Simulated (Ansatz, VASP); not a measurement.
One calculation of P, two programs

```
P
1.0
     3.32252    0.00000    0.00000
     0.00000   10.19152    0.00000
     0.00000    0.00000    4.41687
P
8
Direct
  0.00000 0.89523 0.91890
  0.50000 0.89523 0.58110
  0.50000 0.60477 0.08110
  0.00000 0.60477 0.41890
  0.50000 0.39523 0.91890
  0.00000 0.39523 0.58110
  0.00000 0.10477 0.08110
  0.50000 0.10477 0.41890
```

Change from the starting cell: strain along c alone, the other axes held, atoms relaxed: +6.0 %.

Alike in both runs: functional PBE; dispersion D3(BJ); k mesh 10 × 4 × 8; occupations gaussian, width 0.1 eV; no spin polarisation.

Ansatz relaxed the structure, and its values are those at the end. VASP's run is a single point on that final structure, the one shown.

|  | VASP | Ansatz |
| --- | --- | --- |
| version | VASP 6.6.1 | Ansatz 0.2.0 |
| potentials or method | VASP PAW PBE potentials, release 64 (P), cutoff 520 eV | scalar-relativistic, plane waves, PAW |
| valence electrons in the cell | 40 | 40 |

Ansatz gave:

| Property | Result |
| --- | --- |
| gap on the k mesh at the Fermi level (eV) | none |
| pressure (GPa) | -1.6 |
| rms of the force components (eV/Å) | 0.001 |

**Question.** Estimate VASP's values.

**Answer.** gap on the k mesh at the Fermi level (eV): none; pressure (GPa): -1.9; rms of the force components (eV/Å): 0.032.

A gap of «none» marks a metal or a gap that the smearing closes. Ansatz's warnings: stress scf threshold loose.
